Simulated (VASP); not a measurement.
# Si62As (a cell with a defect) in VASP: single point with LDA

Aim: the single point of Si62As (a cell with a defect) with LDA.

Program: VASP 6.6.1. These are calculated values, not measurements. Logs are shortened: lines on timing, memory, paths and dates and some standing lists are left out, and cuts for length are marked.

**1. The cell of the first run**

The cell holds a defect, 63 atoms: a = 10.860 Å, b = 10.860 Å, c = 10.860 Å, α = 90.00°, β = 90.00°, γ = 90.00°.

**2. Single point, LDA, collinear spin, zero start**

The input, INCAR:

```
PREC = Accurate ; ENCUT = 520
EDIFF = 1E-6 ; ISMEAR = 0
SIGMA = 0.05 ; LREAL = Auto
LASPH = T ; NELM = 150
ALGO = Normal ; ISIF = 2
LWAVE = F ; LCHARG = T
ISPIN = 2 ; MAGMOM = 0 0 0 0 0 0 0 0 0 0 0 0 0 0 0 0 0 0 0 0 0 0 0 0 0 0 0 0 0 0 0 0 0 0 0 0 0 0 0 0 0 0 0 0 0 0 0 0 0 0 0 0 0 0 0 0 0 0 0 0 0 0 0
LORBIT = 11 ; GGA = CA
LELF = T ; LVHAR = T
NELECT = 255.0 ; NBANDS = 168
```

The input, KPOINTS:

```
regular mesh
0
Gamma
  1 1 1
```

The input, POSCAR:

```
Si62As
1.0
   10.8600000000      0.0000000000      0.0000000000
    0.0000000000     10.8600000000      0.0000000000
    0.0000000000      0.0000000000     10.8600000000
Si As
62 1
Direct
    0.5008940147      0.0001147330     -0.0001750460
    0.6255912523      0.1242887661      0.1259493554
    0.7490010129      0.2521209024      0.0008619705
    0.8781770718      0.3746091160      0.1242709945
    0.7524302026     -0.0030073665      0.2501901473
    0.8740515654      0.1237985267      0.3760398711
   -0.0003921731     -0.0011833333     -0.0009937385
    0.1259602210      0.1230352670      0.1242599448
    0.2495975138      0.2502110497      0.0004849908
    0.3775109576      0.3742401473      0.1242146409
    0.5015228361      0.5004087477     -0.0020090239
    0.6283518416      0.6233918048      0.1246813076
    0.7501398711      0.7490152855     -0.0012216390
    0.8760267956      0.8715222836      0.1252806630
    0.2510324125     -0.0013479742      0.2505671271
    0.3717463168      0.1263551565      0.3778567219
    0.5006881215      0.2476103131      0.2515453039
    0.6279878453      0.3752165746      0.3743838858
    0.7545591160      0.4991206262      0.2494527624
    0.5000006446     -0.0002468692      0.4994193370
    0.6256785451      0.1235654696      0.6245070902
    0.7503636280      0.2481151013      0.4996691529
    0.8758599448      0.3750738490      0.6220813996
    0.7506277164     -0.0004502762      0.7501317680
    0.8722135359      0.1263415285      0.8781477901
    0.0018430018      0.4993111418     -0.0024050645
    0.1248572744      0.6232169429      0.1254214549
    0.2474619705      0.7515308471      0.0026699816
    0.3773925414      0.8748295580      0.1266684162
    0.0008989871      0.2464887661      0.2495403315
    0.1259662063      0.3748176796      0.3721069982
    0.2526333333      0.4992462247      0.2483864641
    0.3749148250      0.6245637201      0.3761279926
    0.5032790976      0.7458408840      0.2511399632
    0.6233478821      0.8769093002      0.3751699816
   -0.0003839779     -0.0030565378      0.4979539595
    0.1242236648      0.1243114180      0.6246150092
    0.2493640884      0.2523037753      0.5012427256
    0.3791796501      0.3768965009      0.6244501842
    0.5055378453      0.5032596685      0.4982123389
    0.6254927256      0.6323582873      0.6253865562
    0.8743159300      0.8759975138      0.6265709945
    0.2503906998     -0.0000066298      0.7491028545
    0.3730245856      0.1255459484      0.8769747698
    0.5005685083      0.2477434622      0.7497465930
    0.6257512891      0.3767613260      0.8712552486
    0.7520939227      0.5028049724      0.7449188766
    0.8740141805      0.6245231123      0.8752395028
   -0.0015051565      0.7439595764      0.2516038674
    0.1246001842      0.8717132597      0.3741164825
    0.0004136280      0.4994522099      0.4952955801
    0.1253622468      0.6235155617      0.6217252302
    0.2511981584      0.7490934622      0.4997821363
    0.3756587477      0.8744396869      0.6253022099
   -0.0011786372      0.2476900552      0.7496187845
    0.1260174033      0.3744038674      0.8726873849
    0.2520321363      0.5003788214      0.7484391344
    0.3708678637      0.6264291897      0.8790493554
    0.4985733886      0.7482995396      0.7517173112
    0.6246693370      0.8746146409      0.8746219153
   -0.0008866483      0.7458982505      0.7470922652
    0.1235781768      0.8750122468      0.8727958564
    0.8592829650      0.6365895028      0.3903025783
```

Potentials or basis: VASP PAW LDA potentials, release 64 (Si, As).

Started as:

```sh
$ cat potpaw_LDA.64/Si/POTCAR potpaw_LDA.64/As/POTCAR > POTCAR
$ mpirun -np 1 vasp_gam > vasp.out
```

OUTCAR:

```text
PREC = Accurate
   ENCUT = 520
   EDIFF = 1E-6
   ISMEAR = 0
   LREAL = Auto
   LASPH = T
   NELM = 150
   ISIF = 2
   ISPIN = 2
   LORBIT = 11
   GGA = CA
   NELECT = 255.0

 ion  position               nearest neighbor table
   1  0.501  0.000  1.000-  60 2.35   2 2.35  29 2.36  44 2.36
   2  0.626  0.124  0.126-  17 2.34   1 2.35   3 2.36   5 2.37
   3  0.749  0.252  0.001-  25 2.33   4 2.35   2 2.36  46 2.37
   4  0.878  0.375  0.124-  19 2.34  26 2.35   3 2.35  30 2.36
   5  0.752  0.997  0.250-  14 2.34  35 2.35   6 2.35   2 2.37
   6  0.874  0.124  0.376-  22 2.33   5 2.35  36 2.35  30 2.36
[... 54 lines left out ...]
  61  0.999  0.746  0.747-  52 2.35  48 2.35  42 2.36  62 2.38
  62  0.124  0.875  0.873-   7 2.34  43 2.35  28 2.37  61 2.38
  63  0.859  0.637  0.390-  19 2.42  51 2.42  49 2.43

  LATTYP: Found a simple cubic cell.
 ALAT       =    10.8600000000

  Lattice vectors:

 A1 = (  10.8600000000,   0.0000000000,   0.0000000000)
 A2 = (   0.0000000000,  10.8600000000,   0.0000000000)
 A3 = (   0.0000000000,   0.0000000000,  10.8600000000)

Analysis of symmetry for initial positions (statically):
=====================================================================
 Subroutine PRICEL returns:
 Original cell was already a primitive cell.

 Routine SETGRP: Setting up the symmetry group for a
 simple cubic supercell.

 Subroutine GETGRP returns: Found  1 space group operations
 (whereof  1 operations were pure point group operations)
 out of a pool of 48 trial point group operations.

The static configuration has the point symmetry C_1 .

Analysis of symmetry for dynamics (positions and initial velocities):
=====================================================================
 Subroutine PRICEL returns:
 Original cell was already a primitive cell.

 Routine SETGRP: Setting up the symmetry group for a
 simple cubic supercell.

 Subroutine GETGRP returns: Found  1 space group operations
 (whereof  1 operations were pure point group operations)
 out of a pool of 48 trial point group operations.

The dynamic configuration has the point symmetry C_1 .

Analysis of structural, dynamic, and magnetic symmetry:
=====================================================================
 Subroutine PRICEL returns:
 Original cell was already a primitive cell.

 Routine SETGRP: Setting up the symmetry group for a
 simple cubic supercell.

 Subroutine GETGRP returns: Found  1 space group operations
 (whereof  1 operations were pure point group operations)
 out of a pool of 48 trial point group operations.

The overall configuration has the point symmetry C_1 .

 Subroutine INISYM returns: Found  1 space group operations
 (whereof  1 operations are pure point group operations),
 and found     1 'primitive' translations

----------------------------------------------------------------------------------------

                                     Primitive cell

  volume of cell :    1280.8241

  direct lattice vectors                    reciprocal lattice vectors
    10.860000000  0.000000000  0.000000000     0.092081031  0.000000000  0.000000000
     0.000000000 10.860000000  0.000000000     0.000000000  0.092081031  0.000000000
     0.000000000  0.000000000 10.860000000     0.000000000  0.000000000  0.092081031

  length of vectors
    10.860000000 10.860000000 10.860000000     0.092081031  0.092081031  0.092081031

  position of ions in fractional coordinates (direct lattice)
     0.500894015  0.000114733  0.999824954
     0.625591252  0.124288766  0.125949355
     0.749001013  0.252120902  0.000861970
     0.878177072  0.374609116  0.124270995
     0.752430203  0.996992633  0.250190147
     0.874051565  0.123798527  0.376039871
[... 55 lines left out ...]
     0.123578177  0.875012247  0.872795856
     0.859282965  0.636589503  0.390302578

  ion indices of the primitive-cell ions
[... 108 lines left out ...]
   LSORBIT =      F    spin-orbit coupling
   LASPH  =      T    aspherical Exc in radial PAW
   ENCUT  =  520.0 eV  38.22 Ry    6.18 a.u.  20.19 20.19 20.19*2*pi/ulx,y,z
   NELM   =    150;   NELMIN=  2; NELMDL= -5     # of ELM steps
   EDIFF  = 0.1E-05   stopping-criterion for ELM
   LREAL  =      T    real-space projection
   EDIFFG = 0.1E-04   stopping-criterion for IOM
   NSW    =      0    number of steps for IOM
   IBRION =     -1    ionic relax: 0-MD 1-quasi-New 2-CG
   NFREE  =      0    steps in history (QN), initial steepest desc. (CG)
   ISIF   =      2    stress and relaxation
   ISYM   =      2    0-nonsym 1-usesym 2-fastsym
   POTIM  = 0.5000    time-step for ionic-motion
   TEBEG  =    0.0;   TEEND  =   0.0 temperature during run
   PSTRESS=    0.0 pullay stress
   NELECT =     255.0000    total number of electrons
   NUPDOWN=      -1.0000    fix difference up-down
   EMIN   =  10.00;   EMAX   =-10.00  energy-range for DOS
   EFERMI =   0.00;   METHOD = LEGACY
   ISMEAR =     0;   SIGMA  =   0.05  broadening in eV -4-tet -1-fermi 0-gaus
   EFERMI_NEDOS =   21; number of points for ismear=-14 and -15
   IALGO  =     38    algorithm
   IMIX   =      4    mixing-type and parameters
     AMIX     =   0.40;   BMIX     =  1.00
     AMIX_MAG =   1.60;   BMIX_MAG =  1.00
  volume/ion in A,a.u.               =      20.33       137.20
  Fermi-wavevector in a.u.,A,eV,Ry     =   0.955928  1.806441 12.432975  0.913798
  Thomas-Fermi vector in A             =   2.084810
   LORBIT       =     11    0 simple, 1 ext, 2 COOP (PROOUT), +10 PAW based schemes
   GGA     = CA    functional components
   LHFCALC =     F    Hartree Fock is set to
   AEXX    =    0.0000 exact exchange contribution
   IVDW    =     0    specifies the selected vdW correction
   LEPSILON=     F    determine dielectric tensor
   LRPA    =     F    only Hartree local field effects (RPA)
 spin polarized calculation
 Gauss-broadening in eV      SIGMA  =   0.05
  energy-cutoff  :      520.00
  volume of cell :     1280.82
 maximum number of plane-waves:     17229
 NGX is ok and might be reduce to    84
   NGX = 41   NGY = 41   NGZ = 41

 number of electron     253.0000000 magnetization       0.0000000

 number of electron     254.9999990 magnetization      -0.0005530

 Free energy of the ion-electron system (eV)
  ---------------------------------------------------
  ext. energy  EPLUGINS =         0.00000000
  ---------------------------------------------------
  free energy    TOTEN  =      -353.16765691 eV

  energy without entropy =     -353.10010450  energy(sigma->0) =     -353.13388070

 E-fermi :   6.1746     XC(G=0):  -9.5813

 val. band max:        6.1588541348   @ k =   0.0000   0.0000   0.0000
 cond. band min:       6.2299186214   @ k =   0.0000   0.0000   0.0000
 fundamental gap:      0.0710644866
 Fermi energy:         6.1746095670

 spin component 1

 k-point     1 :       0.0000    0.0000    0.0000
  band No.  band energies     occupation
      1      -6.4596      1.00000
      2      -5.9246      1.00000
      3      -5.2681      1.00000
      4      -5.2653      1.00000
      5      -5.2361      1.00000
      6      -5.2346      1.00000
[... 131 lines left out ...]
    138       6.7620      0.00000
    139       6.8018      0.00000
 Fermi energy:         6.1746095670

 spin component 2

 k-point     1 :       0.0000    0.0000    0.0000
  band No.  band energies     occupation
      1      -6.4596      1.00000
      2      -5.9246      1.00000
      3      -5.2681      1.00000
      4      -5.2653      1.00000
      5      -5.2361      1.00000
      6      -5.2346      1.00000
[... 131 lines left out ...]
    138       6.7620      0.00000
    139       6.8018      0.00000
 [bands above 139 left out]

------------------------ aborting loop because EDIFF is reached ----------------------------------------

  FORCE on cell =-STRESS in cart. coord.  units (eV):
  Direction    XX          YY          ZZ          XY          YZ          ZX
  --------------------------------------------------------------------------------------
  -------------------------------------------------------------------------------------
  Total        7.8404230      6.6449598      7.7635775     -6.5469817      6.3643272     -7.8583897
  in kB        9.8075515      8.3121518      9.7114259     -8.1895914      7.9611096     -9.8300260
  external PRESSURE =       9.2770431 kB  Pullay stress =       0.0000000 kB

 VOLUME and BASIS-vectors are now :
 -----------------------------------------------------------------------------
  energy-cutoff  :      520.00
  volume of cell :     1280.82
      direct lattice vectors                 reciprocal lattice vectors
    10.860000000  0.000000000  0.000000000     0.092081031  0.000000000  0.000000000
     0.000000000 10.860000000  0.000000000     0.000000000  0.092081031  0.000000000
     0.000000000  0.000000000 10.860000000     0.000000000  0.000000000  0.092081031

 POSITION                                       TOTAL-FORCE (eV/Angst)
 -----------------------------------------------------------------------------------
      5.43971      0.00125     10.85810        -0.003397      0.008080      0.001366
      6.79392      1.34978      1.36781         0.010226     -0.006375      0.004438
      8.13415      2.73803      0.00936        -0.010483      0.005336      0.000762
      9.53700      4.06825      1.34958         0.007054     -0.009742     -0.002497
      8.17139     10.82734      2.71706         0.003934      0.002910      0.001191
      9.49220      1.34445      4.08379         0.001587      0.006968      0.003865
[... 55 lines left out ...]
      1.34206      9.50263      9.47856        -0.003382     -0.007544     -0.003743
      9.33181      6.91336      4.23869        -0.052029      0.034349      0.049781
 -----------------------------------------------------------------------------------
    total drift:                                0.003061     -0.031657      0.002309

  FREE ENERGIE OF THE ION-ELECTRON SYSTEM (eV)
  ---------------------------------------------------
  free  energy   TOTEN  =      -353.1676569090 eV

  energy  without entropy=     -353.1001044991  energy(sigma->0) =     -353.13388070

 total charge

# of ion       s       p       d       tot
------------------------------------------
    1        0.747   0.967   0.000   1.714
    2        0.754   0.951   0.000   1.704
    3        0.753   0.954   0.000   1.708
    4        0.753   0.965   0.000   1.718
    5        0.749   0.958   0.000   1.707
    6        0.746   0.971   0.000   1.718
[... 55 lines left out ...]
   62        0.756   0.948   0.000   1.704
   63        1.285   1.490   0.038   2.813
--------------------------------------------------
tot         47.915  60.777   0.038 108.730

 magnetization (x)

# of ion       s       p       d       tot
------------------------------------------
    1       -0.000  -0.000   0.000  -0.000
    2       -0.000  -0.000   0.000  -0.000
    3        0.000  -0.000   0.000  -0.000
    4       -0.000  -0.000   0.000  -0.000
    5       -0.000  -0.000   0.000  -0.000
    6       -0.000  -0.000   0.000  -0.000
[... 55 lines left out ...]
   62       -0.000  -0.000   0.000  -0.000
   63        0.000  -0.000  -0.000  -0.000
--------------------------------------------------
tot         -0.000  -0.000  -0.000  -0.000
```

Wall time 13 min (1 thread of Intel Xeon Platinum 8259CL at 2.50GHz (Skylake/Cascade Lake), shared host); peak memory 0.87 GiB.

Results:

* Free energy: -353.1677 eV
* Largest force: 0.080 eV/Å
* Net moment: 0.00 μB per cell
* Valence electrons inside the program's atomic spheres: Si 1.71, 1.70, 1.72, 1.69, 1.67 (each value once); As 2.81

Forces in eV/Å, atoms in the order of the input:
```
Si  -0.003  0.008  0.001
Si   0.010 -0.006  0.004
Si  -0.010  0.005  0.001
Si   0.007 -0.010 -0.002
Si   0.004  0.003  0.001
Si   0.002  0.007  0.004
Si   0.004  0.008 -0.009
Si   0.005 -0.004 -0.006
Si   0.002  0.004  0.003
Si  -0.001 -0.010 -0.004
Si  -0.001 -0.001 -0.005
Si   0.009  0.002  0.000
Si   0.008 -0.001  0.002
Si  -0.004 -0.003  0.006
Si   0.008  0.013 -0.009
Si   0.003  0.009 -0.001
Si  -0.008  0.000 -0.003
Si   0.001 -0.008  0.006
Si  -0.012 -0.017 -0.029
Si  -0.001 -0.003 -0.006
Si   0.003  0.007 -0.001
Si   0.000  0.004  0.001
Si  -0.002 -0.002  0.000
Si   0.007 -0.005 -0.008
Si   0.003  0.006  0.001
Si  -0.010  0.009  0.000
Si   0.006 -0.018 -0.005
Si   0.008  0.011 -0.010
Si   0.005 -0.003  0.006
Si  -0.004 -0.006  0.000
Si   0.002 -0.007 -0.002
Si   0.002  0.005  0.003
Si  -0.004  0.010  0.009
Si  -0.006 -0.004  0.002
Si  -0.006 -0.003  0.004
Si  -0.006 -0.001 -0.010
Si  -0.003 -0.007 -0.011
Si  -0.005  0.002  0.008
Si  -0.013 -0.002  0.004
Si   0.007  0.005 -0.005
Si   0.002 -0.018 -0.016
Si   0.002  0.011  0.007
Si  -0.003  0.004  0.001
Si   0.002  0.006  0.003
Si  -0.001  0.005  0.000
Si  -0.001 -0.003  0.012
Si   0.006  0.001 -0.005
Si  -0.002  0.006  0.010
Si   0.027  0.031 -0.027
Si  -0.007 -0.011  0.012
Si   0.028 -0.022  0.022
Si  -0.003  0.000 -0.011
Si  -0.001 -0.001 -0.007
Si  -0.004 -0.001 -0.002
Si  -0.002  0.000  0.000
Si   0.003 -0.013  0.002
Si   0.004  0.001  0.001
Si  -0.007 -0.016  0.010
Si   0.001  0.009 -0.004
Si   0.008 -0.003  0.006
Si  -0.004 -0.008  0.002
Si  -0.003 -0.008 -0.004
As  -0.052  0.034  0.050
```

Caveat: the k points lie up to 0.58 Å⁻¹ apart; the cell carries a net charge on a neutralising background, which shifts energy and pressure; the cell is charged against a uniform background, so pressure and absolute levels hang on convention; no moment was typed at the start, so none could form.
